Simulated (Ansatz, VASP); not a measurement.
## Sn in VASP and in Ansatz

File INCAR:

```
ALGO = Normal
EDIFF = 1E-6
ENCUT = 520
GGA = PE
ISIF = 2
ISMEAR = -1
LASPH = T
LCHARG = F
LREAL = F
LWAVE = F
NBANDS = 21
NELM = 100
PREC = Accurate
SIGMA = 0.6
```

KPOINTS

```
k-points
0
Gamma
  8 8 8
```

The input POSCAR:

```
Sn
1.0
    0.0000000000      3.3289000152      3.3289000152
    3.3289000152      0.0000000000      3.3289000152
    3.3289000152      3.3289000152      0.0000000000
Sn
2
Direct
    0.5000000000      0.5000000000      0.5000000000
    0.7500000000      0.7500000000      0.7500000000
```

Input for Ansatz:

```yaml
crystal:
  lattice:
    - [0.0, 3.3289000152, 3.3289000152]
    - [3.3289000152, 0.0, 3.3289000152]
    - [3.3289000152, 3.3289000152, 0.0]
  atoms:
    - { symbol: Sn, position: [0.5, 0.5, 0.5] }
    - { symbol: Sn, position: [0.75, 0.75, 0.75] }
hamiltonian:
  xc: pbe
  pseudopotentials:
    kind: paw
    azcp:
      Sn: "pseudopotentials/Sn.paw.azcp"
basis:
  ecutwfc: 420
  fft_grid_basis: typed
kpoints:
  mp_grid: { grid: [8, 8, 8], shift: [0, 0, 0] }
magnetization:
  spin_polarized: false
scf:
  occupations: { method: fermi_dirac, width: 0.6 }
  lower_state_search: "off"
output:
  stress: true
```

Alike in both runs: task single point; functional PBE; k mesh 8 × 8 × 8; occupations fermi-dirac, width 0.6 eV; no spin polarisation.

|  | VASP | Ansatz |
| --- | --- | --- |
| version | VASP 6.6.1 | Ansatz 0.2.0 |
| potentials or method | VASP PAW PBE potentials, release 64 (Sn_d), cutoff 520 eV | plane waves (420 eV) with PAW, scalar-relativistic |
| valence electrons in the cell | 28 | 28 |

```csv
,VASP,Ansatz,Ansatz less VASP
pressure (GPa),1.6,1.6,+0.04
```
